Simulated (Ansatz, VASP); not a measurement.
# One calculation of Y5F, two programs

```
CELL_PARAMETERS angstrom
3.43794 0.00000 0.00000
0.00000 3.43794 0.00000
0.00000 0.00000 14.13650
ATOMIC_POSITIONS crystal
Y 0.50000 0.50000 0.30990
Y 0.50000 0.50000 0.69010
Y 0.00000 0.00000 0.12982
Y 0.00000 0.00000 0.87018
Y 0.00000 0.00000 0.50000
F 0.50000 0.50000 0.00000
```

Change from the starting cell: species swapped into the Hf5Pb type (P4/mmm, No. 123).

Alike in both runs: functional PBE; k mesh 10 × 10 × 4; occupations gaussian, width 0.1 eV; no spin polarisation.

Ansatz relaxed the structure, and its values are those at the end. VASP's run is a single point on that final structure, the one shown.

|  | VASP | Ansatz |
| --- | --- | --- |
| version | VASP 6.6.1 | Ansatz 0.2.0 |
| potentials or method | VASP PAW PBE potentials, release 64 (Y_sv, F), cutoff 520 eV | scalar-relativistic, plane waves, PAW |
| valence electrons in the cell | 62 | 62 |

Ansatz gave:

* gap on the k mesh at the Fermi level (eV): none
* pressure (GPa): 0.0

Which values does VASP return?

gap on the k mesh at the Fermi level (eV): none; pressure (GPa): -0.1.

A gap of «none» marks a metal or a gap that the smearing closes.
